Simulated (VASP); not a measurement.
# C (Fmmm) in VASP: notebook, part 2 of 2

VASP 6.6.1. Earlier steps stand in the parts before.

## (5) Single point, PBE+D3(BJ) (9.30 Å³/atom)

This run uses another cell than the first one, of 9.30 Å³/atom.

File INCAR:

```
SYSTEM = C
PREC = Accurate ; ENCUT = 520
EDIFF = 1E-6 ; ISMEAR = 0
SIGMA = 0.03 ; LREAL = .FALSE.
LASPH = .TRUE. ; NELM = 80
ALGO = Normal ; ISIF = 2
LWAVE = .FALSE. ; LCHARG = .TRUE.
GGA = PE ; IVDW = 12
LELF = .TRUE. ; LVHAR = .TRUE.
NBANDS = 11
```

File KPOINTS:

```
regular mesh
0
G
  18 18 18
  0 0 0
```

File POSCAR:

```
C
1.0
    0.0000000000      2.3680985727      3.2895205187
    1.1934671105      0.0000000000      3.2895205187
    1.1934671105      2.3680985727      0.0000000000
C
2
Direct
    0.1666966007      0.8333033993      0.1666966007
    0.8333033993      0.1666966007      0.8333033993
```

Potentials or basis: VASP PAW PBE potentials, release 64 (C).

Started as:

```
> cat potpaw_PBE.64/C/POTCAR > POTCAR
> mpirun -np 1 vasp_std > vasp.out
```

OUTCAR:

```text
SYSTEM = C
   PREC = Accurate
   ENCUT = 520
   EDIFF = 1E-6
   ISMEAR = 0
   LREAL = .FALSE.
   LASPH = .TRUE.
   NELM = 80
   ISIF = 2
   GGA = PE
   IVDW = 12
 IVDW          = 12

 ion  position               nearest neighbor table
   1  0.167  0.833  0.167-   2 1.43   2 1.43   2 1.58
   2  0.833  0.167  0.833-   1 1.43   1 1.43   1 1.58

  LATTYP: Found a face centered orthorhombic cell.
 ALAT       =     2.3869342210
 B/A-ratio  =     1.9842177064
 C/A-ratio  =     2.7562724517

  Lattice vectors:

 A1 = (   0.0000000000,   2.3680985727,   3.2895205187)
 A2 = (   1.1934671105,   0.0000000000,   3.2895205187)
 A3 = (   1.1934671105,   2.3680985727,   0.0000000000)

Analysis of symmetry for initial positions (statically):
=====================================================================
 Subroutine PRICEL returns:
 Original cell was already a primitive cell.

 Routine SETGRP: Setting up the symmetry group for a
 face centered orthorhombic supercell.

 Subroutine GETGRP returns: Found  8 space group operations
 (whereof  8 operations were pure point group operations)
 out of a pool of  8 trial point group operations.

The static configuration has the point symmetry D_2h.

Analysis of symmetry for dynamics (positions and initial velocities):
=====================================================================
 Subroutine PRICEL returns:
 Original cell was already a primitive cell.

 Routine SETGRP: Setting up the symmetry group for a
 face centered orthorhombic supercell.

 Subroutine GETGRP returns: Found  8 space group operations
 (whereof  8 operations were pure point group operations)
 out of a pool of  8 trial point group operations.

The dynamic configuration has the point symmetry D_2h.

 Subroutine INISYM returns: Found  8 space group operations
 (whereof  8 operations are pure point group operations),
 and found     1 'primitive' translations

----------------------------------------------------------------------------------------

[... 120 lines left out ...]
   IVDW    =    12    specifies the selected vdW correction
   LEPSILON=     F    determine dielectric tensor
   LRPA    =     F    only Hartree local field effects (RPA)
 non-spin polarized calculation
 Gauss-broadening in eV      SIGMA  =   0.03
  energy-cutoff  :      520.00
  volume of cell :       18.59
 maximum number of plane-waves:       520
   NGX = 15   NGY = 13   NGZ =  9

 number of electron       8.0000000 magnetization

 Free energy of the ion-electron system (eV)
  ---------------------------------------------------
  ext. energy  EPLUGINS =         0.00000000
  ---------------------------------------------------
  free energy    TOTEN  =       -17.83630353 eV

  energy without entropy =      -17.83630353  energy(sigma->0) =      -17.83630353

 E-fermi :   4.4497     XC(G=0): -10.2327

 val. band max:        4.3388276627   @ k =   0.5000  -0.1667   0.3333
 cond. band min:       4.6341164238   @ k =  -0.2222   0.1111   0.2778
 fundamental gap:      0.2952887611
 Fermi energy:         4.4497200902

 k-point     1 :       0.0000    0.0000    0.0000
  band No.  band energies     occupation
      1     -14.6550      2.00000
      2      -1.4794      2.00000
      3       0.7333      2.00000
      4       1.7530      2.00000
      5       9.1297      0.00000
      6       9.1359      0.00000
      7      13.4529      0.00000
      8      14.3364      0.00000
      9      16.2951      0.00000
     10      25.8143      0.00000
     11      29.1626      0.00000
[... 309 lines left out ...]
 k-point    24 :      -0.2222    0.0556    0.0000
  band No.  band energies     occupation
      1     -12.7940      2.00000
      2      -3.1852      2.00000
      3      -1.3054      2.00000
      4       0.3402      2.00000
      5       9.8947      0.00000
      6      10.0165      0.00000
      7      11.7044      0.00000
      8      15.6189      0.00000
      9      21.0946      0.00000
     10      22.0211      0.00000
     11      25.5373      0.00000

 [... further k-points ...]

------------------------ aborting loop because EDIFF is reached ----------------------------------------

 Edisp (eV)   -0.30709

 E8    (eV) :    -0.0873

  FORCE on cell =-STRESS in cart. coord.  units (eV):
  Direction    XX          YY          ZZ          XY          YZ          ZX
  --------------------------------------------------------------------------------------
  -------------------------------------------------------------------------------------
  Total       2.21203   -10.07460     0.23182     0.00000     0.00000     0.00000
  in kB     190.60241  -868.09123    19.97496     0.00000     0.00000     0.00000
  external pressure =     -219.17 kB  Pullay stress =        0.00 kB

 VOLUME and BASIS-vectors are now :
 -----------------------------------------------------------------------------
  energy-cutoff  :      520.00
  volume of cell :       18.59
      direct lattice vectors                 reciprocal lattice vectors
     0.000000000  2.368098573  3.289520519    -0.418947448  0.211139860  0.151997836
     1.193467111  0.000000000  3.289520519     0.418947448 -0.211139860  0.151997836
     1.193467111  2.368098573  0.000000000     0.418947448  0.211139860 -0.151997836

 POSITION                                       TOTAL-FORCE (eV/Angst)
 -----------------------------------------------------------------------------------
      1.19347      0.78951      3.28952         0.000000      0.039447      0.000000
      1.19347      3.94669      3.28952         0.000000     -0.039447      0.000000
 -----------------------------------------------------------------------------------
    total drift:                                0.000000      0.000000     -0.000000

  FREE ENERGIE OF THE ION-ELECTRON SYSTEM (eV)
  ---------------------------------------------------
  free  energy   TOTEN  =       -18.1433947922 eV

  energy  without entropy=      -18.1433947922  energy(sigma->0) =      -18.14339479
```

OSZICAR:

```text
N       E                     dE             d eps       ncg     rms          rms(c)
DAV:   1     0.192802530465E+01    0.19280E+01   -0.41550E+03 19289   0.651E+02
DAV:   2    -0.182322038278E+02   -0.20160E+02   -0.19135E+02 24907   0.118E+02
DAV:   3    -0.187366848619E+02   -0.50448E+00   -0.50329E+00 23535   0.152E+01
DAV:   4    -0.187386162849E+02   -0.19314E-02   -0.19313E-02 21060   0.117E+00
DAV:   5    -0.187386238748E+02   -0.75899E-05   -0.75899E-05 23141   0.692E-02    0.565E+00
DAV:   6    -0.180477610343E+02    0.69086E+00   -0.60442E-01 21390   0.461E+00    0.325E+00
DAV:   7    -0.178337869184E+02    0.21397E+00   -0.67242E-01 22229   0.487E+00    0.876E-01
DAV:   8    -0.178364389415E+02   -0.26520E-02   -0.17712E-02 20836   0.889E-01    0.110E-01
DAV:   9    -0.178362426972E+02    0.19624E-03   -0.64872E-04 22280   0.171E-01    0.473E-02
DAV:  10    -0.178362990286E+02   -0.56331E-04   -0.80916E-05 21142   0.647E-02    0.144E-02
DAV:  11    -0.178363032494E+02   -0.42208E-05   -0.63211E-06 22073   0.184E-02    0.331E-03
DAV:  12    -0.178363035285E+02   -0.27909E-06   -0.78090E-07 21078   0.656E-03
   1 F= -.18143395E+02 E0= -.18143395E+02  d E =-.675749E-11
```

stdout:

```text
POSCAR found type information on POSCAR C
 POSCAR found :  1 types and       2 ions
 scaLAPACK will be used
 LDA part: xc-table for (Slater+PW92), standard interpolation
 POSCAR, INCAR and KPOINTS ok, starting setup
 FFT: planning ... GRIDC
 FFT: planning ... GRID_SOFT
 FFT: planning ... GRID
 WAVECAR not read
 entering main loop
```

Wall time 5.4 min (1 thread of Intel Xeon 8259CL, shared host); peak memory 0.27 GiB.

What came out:

```yaml
Free_energy: -18.1434 eV
Pressure: -21.9 GPa
Largest_force: 0.039 eV/Å
Dispersion_energy_per_atom: -0.154 eV
```

Forces in eV/Å, atoms in the order of the input:
```
C    0.000  0.039  0.000
C    0.000 -0.039  0.000
```

Stress tensor (GPa, compression positive):
```
 19.06   0.00   0.00
  0.00 -86.81   0.00
  0.00   0.00   2.00
```

Caveat: the cell stands under tension.

## (6) The runs side by side

| cell | pressure (GPa) | largest force (eV/Å) |
| --- | --- | --- |
| a = 4.160, b = 3.881, c = 2.398 Å, angles 79.1, 66.4, 34.5°, 2 atoms | 2.8 | 2.10 |
| a = 4.167, b = 3.754, c = 2.559 Å, angles 80.2, 62.6, 37.2°, 2 atoms | -25.9 | - |
| a = 4.054, b = 3.553, c = 2.597 Å, angles 80.8, 59.9, 39.2°, 2 atoms | -19.1 | 0.20 |
| a = 4.053, b = 3.499, c = 2.652 Å, angles 81.2, 58.6, 40.3°, 2 atoms | -21.9 | 0.04 |

Alike in all rows: task single point; level PBE+D3(BJ); potentials or basis VASP PAW PBE potentials, release 64 (C); no spin polarisation; k mesh 18 × 18 × 18; cutoff (eV) 520; smearing gaussian 0.03 eV.

Caveats: the cell stands under tension (at least some runs); forces of over 1 eV/Å act on the atoms, so gaps and moduli don't describe the material at rest (at least some runs).

Absolute energies hang on the potentials; compare differences alone.
